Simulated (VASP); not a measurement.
# Ba (Cmmm) in VASP: further runs, part 2 of 2

VASP 6.6.1. The steps go on from the part before.

### 5 Single point, PBEsol (strain -0.040 along x and y, -0.080 along z)

INCAR reads:

```
ALGO     = Normal         # electronic algorithm
EDIFF    = 1E-6           # SCF threshold, eV
ENCUT    = 500            # plane-wave cutoff, eV
GGA      = PS             # functional
GGA_COMPAT= False        
ISIF     = 2              # what is computed and relaxed
ISMEAR   = 0              # smearing method
LASPH    = True           # aspherical terms in the spheres
LCHARG   = True           # write CHGCAR
LELF     = True           # ELF
LREAL    = False          # projectors in reciprocal space
LVHAR    = True         
LWAVE    = False          # write WAVECAR
NBANDS   = 11             # bands
NELM     = 120            # most SCF steps
PREC     = Accurate       # precision mode
SIGMA    = 0.15           # smearing width, eV
```

KPOINTS reads:

```
k-points
0
Gamma
  14 14 8
```

POSCAR reads:

```
Ba
1.0
    1.8768000000     -3.5040000000      0.0000000000
    1.8768000000      3.5040000000      0.0000000000
    0.0000000000      0.0000000000      5.2440000000
Ba
1
Direct
    0.0000000000      0.0000000000      0.0000000000
```

Potentials or basis: VASP PAW PBE potentials, release 64 (Ba_sv).

Run with:

```
> cat potpaw_PBE.64/Ba_sv/POTCAR > POTCAR
> mpirun -np 1 vasp_std > vasp.out
```

OUTCAR:

```text
EDIFF = 1E-6
   ENCUT = 500
   GGA = PS
   ISIF = 2
   ISMEAR = 0
   LASPH = True
   LREAL = False
   NELM = 120
   PREC = Accurate

 ion  position               nearest neighbor table
   1  0.000  0.000  0.000-

  LATTYP: Found a base centered orthorhombic cell.
 ALAT       =     3.7536000000
 B/A-ratio  =     1.8670076726
 C/A-ratio  =     1.3970588235

  Lattice vectors:

 A1 = (   1.8768000000,  -3.5040000000,   0.0000000000)
 A2 = (   1.8768000000,   3.5040000000,   0.0000000000)
 A3 = (   0.0000000000,   0.0000000000,   5.2440000000)

Analysis of symmetry for initial positions (statically):
=====================================================================
 Subroutine PRICEL returns:
 Original cell was already a primitive cell.

 Routine SETGRP: Setting up the symmetry group for a
 base centered orthorhombic supercell.

 Subroutine GETGRP returns: Found  8 space group operations
 (whereof  8 operations were pure point group operations)
 out of a pool of  8 trial point group operations.

The static configuration has the point symmetry D_2h.

Analysis of symmetry for dynamics (positions and initial velocities):
=====================================================================
 Subroutine PRICEL returns:
 Original cell was already a primitive cell.

 Routine SETGRP: Setting up the symmetry group for a
 base centered orthorhombic supercell.

 Subroutine GETGRP returns: Found  8 space group operations
 (whereof  8 operations were pure point group operations)
 out of a pool of  8 trial point group operations.

The dynamic configuration has the point symmetry D_2h.

 Subroutine INISYM returns: Found  8 space group operations
 (whereof  8 operations are pure point group operations),
 and found     1 'primitive' translations

----------------------------------------------------------------------------------------

[... 114 lines left out ...]
   LORBIT       =      0    0 simple, 1 ext, 2 COOP (PROOUT), +10 PAW based schemes
   GGA     = PS    functional components
   LHFCALC =     F    Hartree Fock is set to
   AEXX    =    0.0000 exact exchange contribution
   IVDW    =     0    specifies the selected vdW correction
   LEPSILON=     F    determine dielectric tensor
   LRPA    =     F    only Hartree local field effects (RPA)
 non-spin polarized calculation
 Gauss-broadening in eV      SIGMA  =   0.15
  energy-cutoff  :      500.00
  volume of cell :       68.97
 maximum number of plane-waves:      1768
 NGX is ok and might be reduce to    30
   NGX = 15   NGY = 15   NGZ = 19

 number of electron      10.0000000 magnetization

 Free energy of the ion-electron system (eV)
  ---------------------------------------------------
  ext. energy  EPLUGINS =         0.00000000
  ---------------------------------------------------
  free energy    TOTEN  =        -1.58939737 eV

  energy without entropy =       -1.56197375  energy(sigma->0) =       -1.57568556

 E-fermi :   1.0754     XC(G=0):  -7.0566

 val. band max:        1.0742067004   @ k =  -0.0714   0.0714   0.3750
 cond. band min:       1.0784689528   @ k =   0.5000   0.2143   0.5000
 fundamental gap:      0.0042622524
 Fermi energy:         1.0754430955

 k-point     1 :       0.0000    0.0000    0.0000
  band No.  band energies     occupation
      1     -27.8659      2.00000
      2     -13.0620      2.00000
      3     -12.5011      2.00000
      4     -12.3770      2.00000
      5      -1.3206      2.00000
      6       1.0072      1.48020
      7       2.6640      0.00000
      8       3.7541      0.00000
      9       5.0940      0.00000
     10       5.6635      0.00000
     11       6.0284      0.00000
[... 309 lines left out ...]
 k-point    24 :       0.2857    0.1429    0.0000
  band No.  band energies     occupation
      1     -27.7209      2.00000
      2     -13.5034      2.00000
      3     -12.8770      2.00000
      4     -12.7708      2.00000
      5       0.7540      1.99756
      6       1.6876      0.00000
      7       2.1513      0.00000
      8       2.9931      0.00000
      9       4.4406      0.00000
     10       5.7351      0.00000
     11       7.9274      0.00000

 [... further k-points ...]

------------------------ aborting loop because EDIFF is reached ----------------------------------------

  FORCE on cell =-STRESS in cart. coord.  units (eV):
  Direction    XX          YY          ZZ          XY          YZ          ZX
  --------------------------------------------------------------------------------------
  -------------------------------------------------------------------------------------
  Total        1.4283251      0.6427515     -1.3820016      0.0000000      0.0000000      0.0000000
  in kB       33.1789687     14.9306566    -32.1029072      0.0000000      0.0000000      0.0000000
  external PRESSURE =       5.3355727 kB  Pullay stress =       0.0000000 kB

 VOLUME and BASIS-vectors are now :
 -----------------------------------------------------------------------------
  energy-cutoff  :      500.00
  volume of cell :       68.97
      direct lattice vectors                 reciprocal lattice vectors
     1.876800000 -3.504000000  0.000000000     0.266410912 -0.142694064  0.000000000
     1.876800000  3.504000000  0.000000000     0.266410912  0.142694064  0.000000000
     0.000000000  0.000000000  5.244000000     0.000000000  0.000000000  0.190694127

 POSITION                                       TOTAL-FORCE (eV/Angst)
 -----------------------------------------------------------------------------------
      0.00000      0.00000      0.00000        -0.000000      0.000000      0.000000
 -----------------------------------------------------------------------------------
    total drift:                                0.000000     -0.000000     -0.000000

  FREE ENERGIE OF THE ION-ELECTRON SYSTEM (eV)
  ---------------------------------------------------
  free  energy   TOTEN  =        -1.5893973699 eV

  energy  without entropy=       -1.5619737452  energy(sigma->0) =       -1.57568556
```

stdout:

```text
POSCAR found type information on POSCAR Ba
 POSCAR found :  1 types and       1 ions
 scaLAPACK will be used
 -----------------------------------------------------------------------------
|                                                                             |
|                                                                             |
|     You enforced a specific xc type in the INCAR file but a different       |
|     I HOPE YOU KNOW WHAT YOU ARE DOING!                                     |
|                                                                             |
 -----------------------------------------------------------------------------

 LDA part: xc-table for (Slater+PW92), standard interpolation
 POSCAR, INCAR and KPOINTS ok, starting setup
 FFT: planning ... GRIDC
 FFT: planning ... GRID_SOFT
 FFT: planning ... GRID
 WAVECAR not read
 entering main loop
```

Wall time 2.4 min (1 thread of Intel Xeon 8259CL, shared host); peak memory 0.33 GiB.

Results:

| Property | Result |
| --- | --- |
| Free energy | -1.5894 eV |
| Pressure | 0.5 GPa |
| Band gap on the k mesh | zero (bands 5 and 6 overlap by 1.46 eV) |

Stress tensor (GPa, compression positive):
```
 3.32  0.00  0.00
 0.00  1.49  0.00
 0.00  0.00 -3.21
```

Caveat: the cell differs from its parent crystal (strain -0.040 along x and y, -0.080 along z); the stress differs along the axes, from -3 to 3 GPa; the PAW data sets were made with another functional, which shifts forces and pressure a little; spin-orbit coupling is left out, which moves the levels of the heavy elements.

### 6 Single point, PBEsol (strain -0.080 along x and y, +0.040 along z)

INCAR reads:

```
SYSTEM = Ba
PREC = Accurate
ENCUT = 500
EDIFF = 1E-6
ISMEAR = 0
SIGMA = 0.15
LREAL = .False.
LASPH = .True.
NELM = 120
ALGO = Normal
ISIF = 2
LWAVE = .False.
LCHARG = .True.
GGA = PS
LELF = .True.
LVHAR = .True.
NBANDS = 11
GGA_COMPAT = .False.
```

KPOINTS reads:

```
regular mesh
0
Gamma
  14 14 8
  0 0 0
```

POSCAR reads:

```
Ba
1.0
    1.7986000000     -3.3580000000      0.0000000000
    1.7986000000      3.3580000000      0.0000000000
    0.0000000000      0.0000000000      5.9280000000
Ba
1
Direct
    0.0000000000      0.0000000000      0.0000000000
```

Potentials or basis: VASP PAW PBE potentials, release 64 (Ba_sv).

Run with:

```
> cat potpaw_PBE.64/Ba_sv/POTCAR > POTCAR
> mpirun -np 1 vasp_std > vasp.out
```

OUTCAR:

```text
SYSTEM = Ba
   PREC = Accurate
   ENCUT = 500
   EDIFF = 1E-6
   ISMEAR = 0
   LREAL = .False.
   LASPH = .True.
   NELM = 120
   ISIF = 2
   GGA = PS

 ion  position               nearest neighbor table
   1  0.000  0.000  0.000-

  LATTYP: Found a base centered orthorhombic cell.
 ALAT       =     3.5972000000
 B/A-ratio  =     1.8670076726
 C/A-ratio  =     1.6479484043

  Lattice vectors:

 A1 = (   1.7986000000,  -3.3580000000,   0.0000000000)
 A2 = (   1.7986000000,   3.3580000000,   0.0000000000)
 A3 = (   0.0000000000,   0.0000000000,   5.9280000000)

Analysis of symmetry for initial positions (statically):
=====================================================================
 Subroutine PRICEL returns:
 Original cell was already a primitive cell.

 Routine SETGRP: Setting up the symmetry group for a
 base centered orthorhombic supercell.

 Subroutine GETGRP returns: Found  8 space group operations
 (whereof  8 operations were pure point group operations)
 out of a pool of  8 trial point group operations.

The static configuration has the point symmetry D_2h.

Analysis of symmetry for dynamics (positions and initial velocities):
=====================================================================
 Subroutine PRICEL returns:
 Original cell was already a primitive cell.

 Routine SETGRP: Setting up the symmetry group for a
 base centered orthorhombic supercell.

 Subroutine GETGRP returns: Found  8 space group operations
 (whereof  8 operations were pure point group operations)
 out of a pool of  8 trial point group operations.

The dynamic configuration has the point symmetry D_2h.

 Subroutine INISYM returns: Found  8 space group operations
 (whereof  8 operations are pure point group operations),
 and found     1 'primitive' translations

----------------------------------------------------------------------------------------

                                     Primitive cell

  volume of cell :      71.6067

[... 111 lines left out ...]
   GGA     = PS    functional components
   LHFCALC =     F    Hartree Fock is set to
   AEXX    =    0.0000 exact exchange contribution
   IVDW    =     0    specifies the selected vdW correction
   LEPSILON=     F    determine dielectric tensor
   LRPA    =     F    only Hartree local field effects (RPA)
 non-spin polarized calculation
 Gauss-broadening in eV      SIGMA  =   0.15
  energy-cutoff  :      500.00
  volume of cell :       71.61
 maximum number of plane-waves:      1845
   NGX = 13   NGY = 13   NGZ = 21

 number of electron      10.0000000 magnetization

 Free energy of the ion-electron system (eV)
  ---------------------------------------------------
  ext. energy  EPLUGINS =         0.00000000
  ---------------------------------------------------
  free energy    TOTEN  =        -1.31338597 eV

  energy without entropy =       -1.27860318  energy(sigma->0) =       -1.29599457

 E-fermi :   0.8966     XC(G=0):  -6.7996

 val. band max:        0.8948868415   @ k =  -0.4286   0.3571   0.2500
 cond. band min:       0.9008231879   @ k =   0.5000   0.1429   0.3750
 fundamental gap:      0.0059363464
 Fermi energy:         0.8965550755

 k-point     1 :       0.0000    0.0000    0.0000
  band No.  band energies     occupation
      1     -28.0397      2.00000
      2     -13.2988      2.00000
      3     -12.4499      2.00000
      4     -12.2790      2.00000
      5      -1.3200      2.00000
      6       0.6770      1.96158
      7       2.5322      0.00000
      8       3.7615      0.00000
      9       3.9031      0.00000
     10       5.7762      0.00000
     11       6.2230      0.00000
[... 309 lines left out ...]
 k-point    24 :       0.2857    0.1429    0.0000
  band No.  band energies     occupation
      1     -27.8100      2.00000
      2     -13.8365      2.00000
      3     -13.0211      2.00000
      4     -12.8344      2.00000
      5       0.6635      1.97197
      6       1.4563      0.00000
      7       1.7273      0.00000
      8       3.1491      0.00000
      9       4.1772      0.00000
     10       5.9950      0.00000
     11       8.1821      0.00000

 [... further k-points ...]

------------------------ aborting loop because EDIFF is reached ----------------------------------------

  FORCE on cell =-STRESS in cart. coord.  units (eV):
  Direction    XX          YY          ZZ          XY          YZ          ZX
  --------------------------------------------------------------------------------------
  -------------------------------------------------------------------------------------
  Total        2.0691280      1.2371821     -1.1933926      0.0000000      0.0000000      0.0000000
  in kB       46.2961056     27.6815723    -26.7017948      0.0000000      0.0000000      0.0000000
  external PRESSURE =      15.7586277 kB  Pullay stress =       0.0000000 kB

 VOLUME and BASIS-vectors are now :
 -----------------------------------------------------------------------------
  energy-cutoff  :      500.00
  volume of cell :       71.61
      direct lattice vectors                 reciprocal lattice vectors
     1.798600000 -3.358000000  0.000000000     0.277993995 -0.148898154  0.000000000
     1.798600000  3.358000000  0.000000000     0.277993995  0.148898154  0.000000000
     0.000000000  0.000000000  5.928000000     0.000000000  0.000000000  0.168690958

 POSITION                                       TOTAL-FORCE (eV/Angst)
 -----------------------------------------------------------------------------------
      0.00000      0.00000      0.00000         0.000000      0.000000      0.000000
 -----------------------------------------------------------------------------------
    total drift:                               -0.000000      0.000000      0.000000

  FREE ENERGIE OF THE ION-ELECTRON SYSTEM (eV)
  ---------------------------------------------------
  free  energy   TOTEN  =        -1.3133859686 eV

  energy  without entropy=       -1.2786031797  energy(sigma->0) =       -1.29599457
```

Run time: 2.6 min. Hardware: 1 thread of Intel Xeon 8259CL, shared host; peak memory 0.34 GiB.

What came out:

```yaml
Free_energy: -1.3134 eV
Pressure: 1.6 GPa
Band_gap_on_the_k_mesh: zero (bands 5 and 6 overlap by 1.37 eV)
```

Stress tensor (GPa, compression positive):
```
 4.63  0.00  0.00
 0.00  2.77  0.00
 0.00  0.00 -2.67
```

Caveat: the cell differs from its parent crystal (strain -0.080 along x and y, +0.040 along z); the stress differs along the axes, from -3 to 5 GPa; the PAW data sets were made with another functional, which shifts forces and pressure a little; spin-orbit coupling is left out, which moves the levels of the heavy elements.

### 7 Overview

```csv
cell,gap on the mesh (eV),pressure (GPa)
"a = 3.809, b = 3.809, c = 5.244 Å, angles 90.0, 90.0, 123.7°, 1 atom",none,1.4
"a = 3.809, b = 3.809, c = 5.472 Å, angles 90.0, 90.0, 123.7°, 1 atom",none,1.4
"a = 3.809, b = 3.809, c = 5.700 Å, angles 90.0, 90.0, 123.7°, 1 atom",none,1.5
"a = 3.975, b = 3.975, c = 5.244 Å, angles 90.0, 90.0, 123.7°, 1 atom",none,0.5
"a = 3.809, b = 3.809, c = 5.928 Å, angles 90.0, 90.0, 123.7°, 1 atom",none,1.6
```

Alike in all rows: task single point; level PBEsol; potentials or basis VASP PAW PBE potentials, release 64 (Ba_sv); no spin polarisation; k mesh 14 × 14 × 8; cutoff (eV) 500; smearing gaussian 0.15 eV.

Caveats: the PAW data sets were made with another functional, which shifts forces and pressure a little; spin-orbit coupling is left out, which moves the levels of the heavy elements; the stress differs along the axes, from -3 to 5 GPa (at least some runs); the stress differs along the axes, from -4 to 5 GPa (at least some runs); the stress differs along the axes, from -3 to 3 GPa (at least some runs).

Total energies depend on the potentials used, so only differences within one code and one set of settings carry meaning.
